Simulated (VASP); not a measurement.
NaCl:

```
Na Cl
1.0
     0.00000    3.08727    3.08727
     3.08727    0.00000    3.08727
     3.08727    3.08727    0.00000
Na Cl
1 1
Cartesian
  0.0000 0.0000 0.0000
  1.5436 1.5436 1.5436
```

Base run:

| Quantity | Value |
| --- | --- |
| Program | VASP 6.6.1 |
| Functional | r2SCAN |
| Potentials or basis | VASP PAW PBE potentials, release 64 (Na_pv, Cl) |
| Cutoff | 520 eV |
| k mesh | 6 × 6 × 6 |
| Occupations | gaussian, width 0.01 eV |
| Spin | no spin polarisation |

Its results: band gap on the k mesh 5.57 eV, direct; pressure -0.1 GPa.

Q: The run is repeated on the same cell with these changes: functional from r2SCAN to LDA; potentials or basis from VASP PAW PBE potentials, release 64 (Na_pv, Cl) to VASP PAW LDA potentials, release 64 (Na_pv, Cl). What comes out?

A: Band gap on the k mesh 4.55 eV, direct; pressure -1.3 GPa.

Caveats: the PAW data sets were made with another functional, which shifts forces and pressure a little (some runs).

